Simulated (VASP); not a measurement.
# BaS (I4/mmm) in VASP: further runs, part 2 of 2

VASP 6.6.1. The steps go on from the part before.

## 4. Single point, PBEsol (in-plane strain +0.01, then relaxed in part)

The input, INCAR:

```
PREC = Accurate
ENCUT = 520
EDIFF = 1E-7
ISMEAR = 0
SIGMA = 0.01
LREAL = False
LASPH = True
NELM = 80
ALGO = Normal
ISIF = 2
LWAVE = False
LCHARG = False
GGA = PS
NBANDS = 15
```

The input, KPOINTS:

```
Automatic mesh
0
Gamma
  6 6 6
```

The input, POSCAR:

```
BaS
1.0
    3.1979594986      3.1979594986      0.0000000000
   -3.1979594986      3.1979594986      0.0000000000
    0.0000000000      3.1979594986      3.1554519379
Ba S
1 1
Direct
    0.0000000000      0.0000000000      0.0000000000
    0.5000000000      0.5000000000      0.0000000000
```

Launch:

```
$ cat potpaw_PBE.64/Ba_sv/POTCAR potpaw_PBE.64/S/POTCAR > POTCAR
$ mpirun -np 1 vasp_std > vasp.out
```

Wall time 43 s (1 thread of Intel Xeon 6975P-C, shared host); peak memory 0.21 GiB.

It converged, with:

- Free energy: -10.7169 eV
- Pressure: -0.1 GPa
- Band gap on the k mesh: 1.93 eV, indirect (least direct gap 2.07 eV)

Stress tensor (GPa, compression positive):
```
-0.48  0.00  0.00
 0.00 -0.48  0.00
 0.00  0.00  0.71
```

Levels at points of the mesh, in eV from the valence-band top:
```
           k point  band 6  band 7  band 8  band 9  band 10  band 11
(0.00, 0.00, 0.00)   -0.05   -0.05    0.00    3.41     3.72     3.72
(0.50, 0.00, 0.00)   -2.05   -1.16   -1.16    5.47     5.52     6.25
(0.50, 0.50, 0.00)   -0.59   -0.18   -0.13    1.94     5.83     6.00
(0.00, 0.00, 0.50)   -0.51   -0.19   -0.19    1.93     5.92     5.95
```

Caveat: the cell differs from its parent crystal (in-plane strain +0.01, then relaxed in part); the PAW data sets were made with another functional, which shifts forces and pressure a little; spin-orbit coupling is left out, which moves the levels of the heavy elements. A k mesh can miss the band edges.

## 5. Single point, PBEsol (in-plane strain +0.01)

The input, INCAR:

```
PREC = Accurate
ENCUT = 520
EDIFF = 1E-6
ISMEAR = 0
SIGMA = 0.01
LREAL = F
LASPH = T
NELM = 60
ALGO = Normal
ISIF = 2
LWAVE = F
LCHARG = T
GGA = PS
LELF = T
LVHAR = T
NBANDS = 15
```

The input, KPOINTS:

```
regular mesh
0
Gamma
  6 6 6
```

POSCAR, as its differences from that of step 4:

```diff
@@ -4,3 +4,3 @@
    -3.1979594986      3.1979594986      0.0000000000
-    0.0000000000      3.1979594986      3.1554519379
+    0.0000000000      3.1979594986      3.1472987540
 Ba S
```

Launch:

```
$ cat potpaw_PBE.64/Ba_sv/POTCAR potpaw_PBE.64/S/POTCAR > POTCAR
$ mpirun -np 1 vasp_std > vasp.out
```

It took 35 s on 1 thread of Intel Xeon 6975P-C, shared host; peak memory 0.21 GiB.

Results (log left out):

* Free energy: -10.7160 eV
* Pressure: 0.0 GPa
* Band gap on the k mesh: 1.91 eV, indirect (least direct gap 2.05 eV)

Stress tensor (GPa, compression positive):
```
-0.44  0.00  0.00
 0.00 -0.44  0.00
 0.00  0.00  1.01
```

Levels at points of the mesh, in eV from the valence-band top:
| k point | band 4 | band 5 | band 6 | band 7 | band 8 | band 9 | band 10 | band 11 | band 12 | band 13 |
| --- | --- | --- | --- | --- | --- | --- | --- | --- | --- | --- |
| (0.00, 0.00, 0.00) | -11.08 | -10.41 | -0.06 | -0.06 | 0.00 | 3.42 | 3.71 | 3.71 | 3.82 | 4.66 |
| (0.50, 0.00, 0.00) | -11.11 | -9.08 | -2.06 | -1.18 | -1.17 | 5.47 | 5.52 | 6.25 | 6.29 | 8.83 |
| (0.50, 0.50, 0.00) | -11.27 | -10.32 | -0.59 | -0.19 | -0.13 | 1.92 | 5.82 | 6.02 | 7.44 | 7.58 |
| (0.00, 0.00, 0.50) | -11.29 | -10.32 | -0.50 | -0.20 | -0.20 | 1.91 | 5.92 | 5.96 | 7.49 | 7.49 |

Caveat: the cell differs from its parent crystal (in-plane strain +0.01); the PAW data sets were made with another functional, which shifts forces and pressure a little; spin-orbit coupling is left out, which moves the levels of the heavy elements. A k mesh can miss the band edges.

## 6. Single point, PBEsol (in-plane strain +0.02, then relaxed in part)

The input, INCAR:

```
SYSTEM = BaS
  PREC = Accurate
  ENCUT = 520
  EDIFF = 1E-6
  ISMEAR = 0
  SIGMA = 0.01
  LREAL = .FALSE.
  LASPH = .TRUE.
  NELM = 80
  ALGO = Normal
  ISIF = 2
  LWAVE = .FALSE.
  LCHARG = .FALSE.
  GGA = PS
  NBANDS = 15
```

The input, KPOINTS:

```
regular mesh
0
G
  6 6 6
  0 0 0
```

The input, POSCAR:

```
BaS
1.0
    3.2296224639      3.2296224639      0.0000000000
   -3.2296224639      3.2296224639      0.0000000000
    0.0000000000      3.2296224639      3.1456367301
Ba S
1 1
Direct
    0.0000000000      0.0000000000      0.0000000000
    0.5000000000      0.5000000000      0.0000000000
```

Potentials or basis: VASP PAW PBE potentials, release 64 (Ba_sv, S).

Launch:

```
$ cat potpaw_PBE.64/Ba_sv/POTCAR potpaw_PBE.64/S/POTCAR > POTCAR
$ mpirun -np 1 vasp_std > vasp.out
```

It took 41 s on 1 thread of Intel Xeon 6975P-C, shared host; peak memory 0.21 GiB.

Results (log left out):

- Free energy: -10.7081 eV
- Pressure: -0.8 GPa
- Band gap on the k mesh: 1.92 eV, indirect (least direct gap 2.07 eV)

Stress tensor (GPa, compression positive):
```
-1.49  0.00  0.00
 0.00 -1.49  0.00
 0.00  0.00  0.73
```

Levels at points of the mesh, in eV from the valence-band top:
```tsv
k point	band 5	band 6	band 7	band 8	band 9	band 10	band 11	band 12
(0.00, 0.00, 0.00)	-10.40	-0.09	-0.09	0.00	3.29	3.66	3.66	3.85
(0.50, 0.00, 0.00)	-9.15	-2.04	-1.17	-1.15	5.38	5.44	6.15	6.21
(0.50, 0.50, 0.00)	-10.31	-0.66	-0.24	-0.13	1.94	5.66	5.97	7.28
(0.00, 0.00, 0.50)	-10.31	-0.51	-0.24	-0.24	1.92	5.83	5.87	7.36
```

Caveat: the cell differs from its parent crystal (in-plane strain +0.02, then relaxed in part); the PAW data sets were made with another functional, which shifts forces and pressure a little; spin-orbit coupling is left out, which moves the levels of the heavy elements.

## 7. Summary

```csv
cell,gap on the mesh (eV),pressure (GPa)
"a = 4.500, b = 4.500, c = 4.485 Å, angles 59.9, 59.9, 90.0°, 2 atoms",1.93,0.3
"a = 4.500, b = 4.500, c = 4.482 Å, angles 59.9, 59.9, 90.0°, 2 atoms",1.92,0.3
"a = 4.523, b = 4.523, c = 4.493 Å, angles 59.8, 59.8, 90.0°, 2 atoms",1.93,-0.1
"a = 4.523, b = 4.523, c = 4.487 Å, angles 59.7, 59.7, 90.0°, 2 atoms",1.91,0.0
"a = 4.567, b = 4.567, c = 4.508 Å, angles 59.6, 59.6, 90.0°, 2 atoms",1.92,-0.8
```

Alike in all rows: task single point; level PBEsol; potentials or basis VASP PAW PBE potentials, release 64 (Ba_sv, S); no spin polarisation; k mesh 6 × 6 × 6; cutoff (eV) 520; smearing gaussian 0.01 eV.

Caveats: the PAW data sets were made with another functional, which shifts forces and pressure a little; spin-orbit coupling is left out, which moves the levels of the heavy elements.

Absolute energies hang on the potentials; compare differences alone.
